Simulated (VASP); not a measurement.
# Pd (Fm-3m) in VASP: notebook, part 2 of 2

VASP 6.6.1. Earlier steps stand in the parts before.

### Step 5. Single point, r2SCAN, collinear spin, ferromagnetic start

Contents of POSCAR:

```
Pd
1.0
    0.0000000000      1.9567730079      1.9567730079
    1.9567730079      0.0000000000      1.9567730079
    1.9567730079      1.9567730079      0.0000000000
Pd
1
Direct
    0.0000000000      0.0000000000      0.0000000000
```

Contents of INCAR.step1:

```
SYSTEM = Pd
PREC = Accurate
ENCUT = 520
ISMEAR = 0
SIGMA = 0.3
LREAL = .FALSE.
LASPH = .TRUE.
NELM = 150
ISPIN = 2
MAGMOM = 0.436
LMAXMIX = 4
NBANDS = 15
GGA = PE
ALGO = Normal
EDIFF = 1E-4
LWAVE = .TRUE.
LCHARG = .FALSE.
```

Contents of INCAR.step2:

```
SYSTEM = Pd
PREC = Accurate
ENCUT = 520
EDIFF = 1E-6
ISMEAR = 0
SIGMA = 0.3
LREAL = .FALSE.
LASPH = .TRUE.
NELM = 150
ALGO = Normal
ISIF = 2
LWAVE = .FALSE.
LCHARG = .FALSE.
ISPIN = 2
MAGMOM = 0.436
LORBIT = 11
LMAXMIX = 4
METAGGA = R2SCAN
LMIXTAU = .TRUE.
NBANDS = 15
ISTART = 1
```

Contents of KPOINTS:

```
Automatic mesh
0
G
  14 14 14
  0 0 0
```

Launch:

```sh
$ cat potpaw_PBE.64/Pd/POTCAR > POTCAR
$ cp INCAR.step1 INCAR
$ mpirun -np 1 vasp_std > vasp.out
$ cp INCAR.step2 INCAR
$ mpirun -np 1 vasp_std > vasp.out
```

It took 2.1 min on 1 thread of Intel Xeon Platinum 8488C (Sapphire Rapids), shared host; peak memory 0.18 GiB.

Results (log left out):

| Quantity | Value |
| --- | --- |
| Free energy | -22.9884 eV |
| Pressure | 0.5 GPa |
| Band gap on the k mesh | zero (filled and empty bands overlap) |
| Net moment | 0.00 μB per cell |
| Valence electrons inside the program's atomic spheres | Pd 9.45 |

Levels at points of the mesh, in eV from the Fermi level:
Spin up:
```csv
k point,band 2,band 3,band 4,band 5,band 6,band 7,band 8,band 9
"(0.00, 0.00, 0.00)",-2.89,-2.89,-2.89,-1.32,-1.32,17.97,22.46,22.86
"(0.50, 0.00, 0.00)",-2.96,-2.96,-0.08,-0.08,1.28,7.54,17.36,21.93
"(0.50, 0.50, 0.00)",-5.18,-0.14,0.26,0.26,3.62,11.10,13.80,13.80
```
Spin down:
| k point | band 3 | band 4 | band 5 | band 6 | band 7 | band 8 |
| --- | --- | --- | --- | --- | --- | --- |
| (0.00, 0.00, 0.00) | -2.89 | -2.89 | -1.32 | -1.32 | 17.97 | 22.46 |
| (0.50, 0.00, 0.00) | -2.96 | -0.08 | -0.08 | 1.28 | 7.54 | 17.36 |
| (0.50, 0.50, 0.00) | -0.14 | 0.26 | 0.26 | 3.62 | 11.10 | 13.80 |

Caveat: the PAW data sets were made with another functional, which shifts forces and pressure a little.

### Step 6. Single point, r2SCAN, collinear spin, ferromagnetic start

POSCAR is that of step 5.

Contents of INCAR.step1:

```
PREC = Accurate
ENCUT = 520
ISMEAR = 0
SIGMA = 0.6
LREAL = False
LASPH = True
NELM = 150
ISPIN = 2
MAGMOM = 0.436
LMAXMIX = 4
NBANDS = 15
GGA = PE
ALGO = Normal
EDIFF = 1E-4
LWAVE = True
LCHARG = False
```

Contents of INCAR.step2:

```
PREC = Accurate
ENCUT = 520
EDIFF = 1E-6
ISMEAR = 0
SIGMA = 0.6
LREAL = False
LASPH = True
NELM = 150
ALGO = Normal
ISIF = 2
LWAVE = False
LCHARG = False
ISPIN = 2
MAGMOM = 0.436
LORBIT = 11
LMAXMIX = 4
METAGGA = R2SCAN
LMIXTAU = True
NBANDS = 15
ISTART = 1
```

Contents of KPOINTS:

```
regular mesh
0
Gamma
  14 14 14
```

Potentials or basis: VASP PAW PBE potentials, release 64 (Pd).

Launch:

```sh
$ cat potpaw_PBE.64/Pd/POTCAR > POTCAR
$ cp INCAR.step1 INCAR
$ mpirun -np 1 vasp_std > vasp.out
$ cp INCAR.step2 INCAR
$ mpirun -np 1 vasp_std > vasp.out
```

OUTCAR:

```text
PREC = Accurate
   ENCUT = 520
   EDIFF = 1E-6
   ISMEAR = 0
   LREAL = False
   LASPH = True
   NELM = 150
   ISIF = 2
   ISPIN = 2
   LORBIT = 11
   METAGGA = R2SCAN
   ISTART = 1

 ion  position               nearest neighbor table
   1  0.000  0.000  0.000-

  LATTYP: Found a face centered cubic cell.
 ALAT       =     3.9135460158

  Lattice vectors:

 A1 = (   0.0000000000,   1.9567730079,   1.9567730079)
 A2 = (   1.9567730079,   0.0000000000,   1.9567730079)
[... 1075 lines left out ...]
  -------------------------------------------------------------------------------------
  Total        0.1065842      0.1065842      0.1065842     -0.0000000     -0.0000000      0.0000000
  in kB       11.3959933     11.3959933     11.3959933     -0.0000000     -0.0000000      0.0000000
  external PRESSURE =      11.3959933 kB  Pullay stress =       0.0000000 kB

 VOLUME and BASIS-vectors are now :
 -----------------------------------------------------------------------------
  energy-cutoff  :      520.00
  volume of cell :       14.98
      direct lattice vectors                 reciprocal lattice vectors
     0.000000000  1.956773008  1.956773008    -0.255522740  0.255522740  0.255522740
     1.956773008  0.000000000  1.956773008     0.255522740 -0.255522740  0.255522740
     1.956773008  1.956773008  0.000000000     0.255522740  0.255522740 -0.255522740

 POSITION                                       TOTAL-FORCE (eV/Angst)
 -----------------------------------------------------------------------------------
      0.00000      0.00000      0.00000         0.000000      0.000000     -0.000000
 -----------------------------------------------------------------------------------
    total drift:                               -0.000000      0.000000      0.000000

  FREE ENERGIE OF THE ION-ELECTRON SYSTEM (eV)
  ---------------------------------------------------
  free  energy   TOTEN  =       -23.0925827071 eV

  energy  without entropy=      -22.8558209430  energy(sigma->0) =      -22.97420183

 total charge

# of ion       s       p       d       tot
------------------------------------------
    1        0.510   0.449   8.489   9.448

 magnetization (x)

# of ion       s       p       d       tot
------------------------------------------
    1       -0.000  -0.000   0.000   0.000
```

It took 2.1 min on 1 thread of Intel Xeon Platinum 8488C (Sapphire Rapids), shared host; peak memory 0.18 GiB.

What came out:

- Free energy: -23.0926 eV
- Pressure: 1.1 GPa
- Band gap on the k mesh: zero (filled and empty bands overlap)
- Net moment: 0.00 μB per cell
- Valence electrons inside the program's atomic spheres: Pd 9.45

Levels at points of the mesh, in eV from the Fermi level:
Spin up:
```csv
k point,band 3,band 4,band 5,band 6,band 7,band 8
"(0.00, 0.00, 0.00)",-2.98,-2.98,-1.41,-1.41,17.88,22.34
"(0.50, 0.00, 0.00)",-3.05,-0.18,-0.18,1.18,7.45,17.27
"(0.50, 0.50, 0.00)",-0.24,0.16,0.16,3.52,11.00,13.70
```
Spin down:
| k point | band 3 | band 4 | band 5 | band 6 | band 7 | band 8 |
| --- | --- | --- | --- | --- | --- | --- |
| (0.00, 0.00, 0.00) | -2.98 | -2.98 | -1.41 | -1.41 | 17.88 | 22.34 |
| (0.50, 0.00, 0.00) | -3.05 | -0.18 | -0.18 | 1.18 | 7.45 | 17.27 |
| (0.50, 0.50, 0.00) | -0.24 | 0.16 | 0.16 | 3.52 | 11.00 | 13.70 |

Caveat: the PAW data sets were made with another functional, which shifts forces and pressure a little.

### Step 7. The runs side by side

| smearing | gap on the mesh (eV) | pressure (GPa) | moment (μB) |
| --- | --- | --- | --- |
| gaussian 0.03 eV | none | 0.6 | 0.48 |
| gaussian 0.1 eV | none | 0.7 | 0.48 |
| gaussian 0.2 eV | none | 0.8 | 0.45 |
| gaussian 0.3 eV | none | 0.5 | 0.00 |
| gaussian 0.6 eV | none | 1.1 | 0.00 |

Alike in all rows: task single point; level r2SCAN; potentials or basis VASP PAW PBE potentials, release 64 (Pd); spin collinear, ferromagnetic start; cell as given; k mesh 14 × 14 × 14; cutoff (eV) 520.

Every run on the cell as given and a fine mesh finds a metal.

Caveats: the PAW data sets were made with another functional, which shifts forces and pressure a little.

Total energies depend on the potentials used, so only differences within one code and one set of settings carry meaning.
